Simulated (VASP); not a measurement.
Write the native input for VASP 6.6.1 that does the following.

```yaml
Task: single point
Functional: PBEsol
Potentials_or_basis: VASP PAW PBE potentials, release 64 (Al)
Cutoff: 520 eV
k_mesh: 18 × 18 × 14
Occupations: gaussian, width 0.1 eV
Spin: no spin polarisation
Dipole_correction: no
Further_INCAR_settings: ALGO = Normal; EDIFF = 1e-06; NBANDS = 10
```

The structure of Al lies in POSCAR:

```
Al
1.0
    2.0152251612      2.0152251612      0.0000000000
   -2.0152251612      2.0152251612      0.0000000000
    0.0000000000      0.0000000000      3.9551617112
Al
2
Direct
    0.0000000000      0.0000000000      0.0000000000
    0.5000000000      0.5000000000      0.5000000000
```

This cell differs from its parent crystal: uniaxial strain along c: -1.5 %.

The input as run:

INCAR

```
ALGO = Normal
EDIFF = 1E-6
ENCUT = 520
GGA = PS
ISIF = 2
ISMEAR = 0
LASPH = T
LCHARG = F
LREAL = F
LWAVE = F
NBANDS = 10
NELM = 100
PREC = Accurate
SIGMA = 0.1
```

KPOINTS

```
k-points
0
Gamma
  18 18 14
```

Potentials or basis: VASP PAW PBE potentials, release 64 (Al).

Command:

```sh
$ cat potpaw_PBE.64/Al/POTCAR > POTCAR
$ mpirun -np 1 vasp_std > vasp.out
```

It gave:

```yaml
Pressure: 0.7 GPa
Band_gap_on_the_k_mesh: zero (band 3 reaches 15.67 eV, above the bottom of band 4 at 3.82 eV)
```

Caveat: the cell differs from its parent crystal (uniaxial strain along c: -1.5 %); the PAW data sets were made with another functional, which shifts forces and pressure a little.

Run time: 26 s on 1 thread of Intel(R) Xeon(R) 6975P-C (Granite Rapids), with other jobs on the host, peak memory 0.22 GiB.
